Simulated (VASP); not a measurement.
# Nb (I4/mmm) in VASP: a series of runs

The runs below take Nb through electric field gradients, with PBE.

Program: VASP 6.6.1. These are calculated values, not measurements. Logs are shortened: lines on timing, memory, paths and dates and some standing lists are left out, and cuts for length are marked.

**1. The cell of the first run**

Symmetry: I4/mmm, No. 139, tetragonal system. Conventional cell: a = 2.991 Å, b = 2.991 Å, c = 4.315 Å, α = 90.00°, β = 90.00°, γ = 90.00°. Nb (site symmetry 4/mmm) has 12 Nb at 2.99 to 3.02 Å within 3.9 Å.

**2. Electric field gradients, PBE (zz strain of +2 %)**

INCAR reads:

```
  PREC = Accurate
  ENCUT = 520
  EDIFF = 1E-8
  ISMEAR = -1
  SIGMA = 0.08
  LREAL = F
  LASPH = T
  NELM = 100
  ALGO = Normal
  ISIF = 2
  LWAVE = F
  LCHARG = F
  GGA = PE
  LEFG = T
  NBANDS = 12
```

KPOINTS reads:

```
Automatic mesh
0
Gamma
  13 13 13
```

POSCAR reads:

```
Nb
1.0
    0.0000000000      2.1150000000      2.1573000000
    2.1150000000      0.0000000000      2.1573000000
    2.1150000000      2.1150000000      0.0000000000
Nb
1
Direct
    0.0000000000      0.0000000000      0.0000000000
```

Potentials or basis: VASP PAW PBE potentials, release 64 (Nb_sv).

On the command line:

```console
cat potpaw_PBE.64/Nb_sv/POTCAR > POTCAR
mpirun -np 1 vasp_std > vasp.out
```

OUTCAR:

```text
PREC = Accurate
   ENCUT = 520
   EDIFF = 1E-8
   ISMEAR = -1
   LREAL = F
   LASPH = T
   NELM = 100
   ISIF = 2
   GGA = PE

 ion  position               nearest neighbor table
   1  0.000  0.000  0.000-

  LATTYP: Found a body centered tetragonal cell.
 ALAT       =     2.9910616844
 C/A-ratio  =     1.4424978336

  Lattice vectors:

 A1 = (  -2.1150000000,   0.0000000000,   2.1573000000)
 A2 = (   2.1150000000,   0.0000000000,   2.1573000000)
 A3 = (   0.0000000000,   2.1150000000,  -2.1573000000)

Analysis of symmetry for initial positions (statically):
=====================================================================
 Subroutine PRICEL returns:
 Original cell was already a primitive cell.

 Routine SETGRP: Setting up the symmetry group for a
 body centered tetragonal supercell.

 Subroutine GETGRP returns: Found 16 space group operations
 (whereof 16 operations were pure point group operations)
 out of a pool of 16 trial point group operations.

The static configuration has the point symmetry D_4h.

Analysis of symmetry for dynamics (positions and initial velocities):
=====================================================================
 Subroutine PRICEL returns:
 Original cell was already a primitive cell.

 Routine SETGRP: Setting up the symmetry group for a
 body centered tetragonal supercell.

 Subroutine GETGRP returns: Found 16 space group operations
 (whereof 16 operations were pure point group operations)
 out of a pool of 16 trial point group operations.

The dynamic configuration has the point symmetry D_4h.

 Subroutine INISYM returns: Found 16 space group operations
 (whereof 16 operations are pure point group operations),
 and found     1 'primitive' translations

----------------------------------------------------------------------------------------

                                     Primitive cell

  volume of cell :      19.3002

  direct lattice vectors                    reciprocal lattice vectors
     0.000000000  2.115000000  2.157300000    -0.236406619  0.236406619  0.231771195
     2.115000000  0.000000000  2.157300000     0.236406619 -0.236406619  0.231771195
     2.115000000  2.115000000  0.000000000     0.236406619  0.236406619 -0.231771195

[... 124 lines left out ...]
  free energy    TOTEN  =        -9.90542168 eV

  energy without entropy =       -9.87238618  energy(sigma->0) =       -9.88890393

 E-fermi :  10.5661     XC(G=0): -12.1506

 val. band max:       10.5656933118   @ k =   0.4615  -0.0000   0.1538
 cond. band min:      10.5827609562   @ k =  -0.3846   0.0000   0.3077
 fundamental gap:      0.0170676444
 Fermi energy:        10.5661216733

 k-point     1 :       0.0000    0.0000    0.0000
  band No.  band energies     occupation
      1     -44.2489      2.00000
      2     -19.6879      2.00000
      3     -19.6835      2.00000
      4     -19.6835      2.00000
      5       4.4264      2.00000
      6      10.5519      1.08865
      7      10.7792      0.13030
      8      10.7792      0.13030
      9      13.0390      0.00000
     10      13.3433      0.00000
     11      22.3736      0.00000
     12      26.6512      0.00000
[... 331 lines left out ...]
 k-point    24 :       0.4615    0.1538    0.0000
  band No.  band energies     occupation
      1     -44.0751      2.00000
      2     -20.6257      2.00000
      3     -19.9601      2.00000
      4     -19.8658      2.00000
      5       7.4560      2.00000
      6       9.5765      1.99999
      7      10.4839      1.47282
      8      11.4336      0.00004
      9      15.0990      0.00000
     10      15.5547      0.00000
     11      21.0158      0.00000
     12      23.8520      0.00000

 [... further k-points ...]

------------------------ aborting loop because EDIFF is reached ----------------------------------------

  FORCE on cell =-STRESS in cart. coord.  units (eV):
  Direction    XX          YY          ZZ          XY          YZ          ZX
  --------------------------------------------------------------------------------------
  -------------------------------------------------------------------------------------
  Total       -0.7262836     -0.7262836     -0.1917540      0.0000000      0.0000000     -0.0000000
  in kB      -60.2914243    -60.2914243    -15.9181880      0.0000000      0.0000000     -0.0000000
  external PRESSURE =     -45.5003455 kB  Pullay stress =       0.0000000 kB

 VOLUME and BASIS-vectors are now :
 -----------------------------------------------------------------------------
  energy-cutoff  :      520.00
  volume of cell :       19.30
      direct lattice vectors                 reciprocal lattice vectors
     0.000000000  2.115000000  2.157300000    -0.236406619  0.236406619  0.231771195
     2.115000000  0.000000000  2.157300000     0.236406619 -0.236406619  0.231771195
     2.115000000  2.115000000  0.000000000     0.236406619  0.236406619 -0.231771195

 POSITION                                       TOTAL-FORCE (eV/Angst)
 -----------------------------------------------------------------------------------
      0.00000      0.00000      0.00000         0.000000      0.000000      0.000000
 -----------------------------------------------------------------------------------
    total drift:                               -0.000000      0.000000     -0.000000

  FREE ENERGIE OF THE ION-ELECTRON SYSTEM (eV)
  ---------------------------------------------------
  free  energy   TOTEN  =        -9.9054216761 eV

  energy  without entropy=       -9.8723861820  energy(sigma->0) =       -9.88890393

 Electric field gradients (V/A^2)
---------------------------------------------------------------------
 ion       V_xx      V_yy      V_zz      V_xy      V_xz      V_yz
---------------------------------------------------------------------
   1       4.914     4.914    -9.827     0.000     0.000     0.000
---------------------------------------------------------------------

 Electric field gradients after diagonalization (V/A^2)
 (convention: |V_zz| > |V_xx| > |V_yy|)
----------------------------------------------------------------------
 ion       V_xx      V_yy      V_zz     asymmetry (V_yy - V_xx)/ V_zz
----------------------------------------------------------------------
   1       4.914     4.914    -9.827       0.000
----------------------------------------------------------------------

           NMR quadrupolar parameters

 Cq : quadrupolar parameter    Cq=e*Q*V_zz/h
 eta: asymmetry parameters     (V_yy - V_xx)/ V_zz
 Q  : nuclear electric quadrupole moment in mb (millibarn)
----------------------------------------------------------------------
 ion       Cq(MHz)       eta       Q (mb)
----------------------------------------------------------------------
   1      -0.024       0.000       1.000
----------------------------------------------------------------------
```

It took 31 s on 1 thread of Intel Xeon 6975P-C, shared host; peak memory 0.17 GiB.

What came out:

```yaml
Free_energy: -9.9054 eV
Pressure: -4.6 GPa
```

Electric field gradients, principal values (V/Å²):
```tsv
atom	least	middle	greatest (by size)
1 Nb	4.914	4.914	-9.827
```

Caveat: the cell differs from its parent crystal (zz strain of +2 %); without QUAD_EFG the Cq values of the log hold for a quadrupole moment of 1 mb, not for the nuclei.

**3. Electric field gradients, PBE (z stretched by -1 % at fixed volume)**

INCAR reads:

```
PREC = Accurate
ENCUT = 400
EDIFF = 1E-8
ISMEAR = -1
SIGMA = 0.08
LREAL = F
LASPH = T
NELM = 120
ALGO = Normal
ISIF = 2
LWAVE = F
LCHARG = F
GGA = PE
LEFG = T
NBANDS = 12
GGA_COMPAT = F
```

KPOINTS is that of step 2.

POSCAR reads:

```
Nb
1.0
    0.0000000000      2.1256549794      2.0938500000
    2.1256549794      0.0000000000      2.0938500000
    2.1256549794      2.1256549794      0.0000000000
Nb
1
Direct
    0.0000000000      0.0000000000      0.0000000000
```

Potentials or basis: VASP PAW PBE potentials, release 64 (Nb_sv).

On the command line:

```console
cat potpaw_PBE.64/Nb_sv/POTCAR > POTCAR
mpirun -np 1 vasp_std > vasp.out
```

OUTCAR:

```text
PREC = Accurate
   ENCUT = 400
   EDIFF = 1E-8
   ISMEAR = -1
   LREAL = F
   LASPH = T
   NELM = 120
   ISIF = 2
   GGA = PE

 ion  position               nearest neighbor table
   1  0.000  0.000  0.000-

  LATTYP: Found a body centered tetragonal cell.
 ALAT       =     3.0061301008
 C/A-ratio  =     1.3930534806

  Lattice vectors:

 A1 = (   0.0000000000,  -2.1256549794,  -2.0938500000)
 A2 = (   0.0000000000,   2.1256549794,  -2.0938500000)
 A3 = (   2.1256549794,   0.0000000000,   2.0938500000)
[... 564 lines left out ...]
    total drift:                                0.000000      0.000000      0.000000

  FREE ENERGIE OF THE ION-ELECTRON SYSTEM (eV)
  ---------------------------------------------------
  free  energy   TOTEN  =        -9.9061575294 eV

  energy  without entropy=       -9.8733540006  energy(sigma->0) =       -9.88975577

 Electric field gradients (V/A^2)
---------------------------------------------------------------------
 ion       V_xx      V_yy      V_zz      V_xy      V_xz      V_yz
---------------------------------------------------------------------
   1      -4.511    -4.511     9.023    -0.000     0.000     0.000
---------------------------------------------------------------------

 Electric field gradients after diagonalization (V/A^2)
 (convention: |V_zz| > |V_xx| > |V_yy|)
----------------------------------------------------------------------
 ion       V_xx      V_yy      V_zz     asymmetry (V_yy - V_xx)/ V_zz
----------------------------------------------------------------------
   1      -4.512    -4.511     9.023       0.000
----------------------------------------------------------------------

           NMR quadrupolar parameters

 Cq : quadrupolar parameter    Cq=e*Q*V_zz/h
 eta: asymmetry parameters     (V_yy - V_xx)/ V_zz
 Q  : nuclear electric quadrupole moment in mb (millibarn)
----------------------------------------------------------------------
 ion       Cq(MHz)       eta       Q (mb)
----------------------------------------------------------------------
   1       0.022       0.000       1.000
----------------------------------------------------------------------
```

It took 57 s on 1 thread of Intel Xeon 8259CL, shared host; peak memory 0.14 GiB.

What came out:

```
Free energy : -9.9062 eV
Pressure    : -2.0 GPa
```

Stress tensor (GPa, compression positive):
```
-0.71  0.00  0.00
 0.00 -0.71  0.00
 0.00  0.00 -4.69
```

Levels at points of the mesh, in eV from the Fermi level:
| k point | band 2 | band 3 | band 4 | band 5 | band 6 | band 7 | band 8 | band 9 | band 10 | band 11 |
| --- | --- | --- | --- | --- | --- | --- | --- | --- | --- | --- |
| (0.00, 0.00, 0.00) | -30.19 | -30.19 | -30.19 | -6.17 | 0.07 | 0.07 | 0.24 | 2.57 | 2.80 | 11.83 |

Electric field gradients, principal values (V/Å²):
```csv
atom,least,middle,greatest (by size)
1 Nb,-4.511,-4.512,9.023
```

Caveat: without QUAD_EFG the Cq values of the log hold for a quadrupole moment of 1 mb, not for the nuclei.
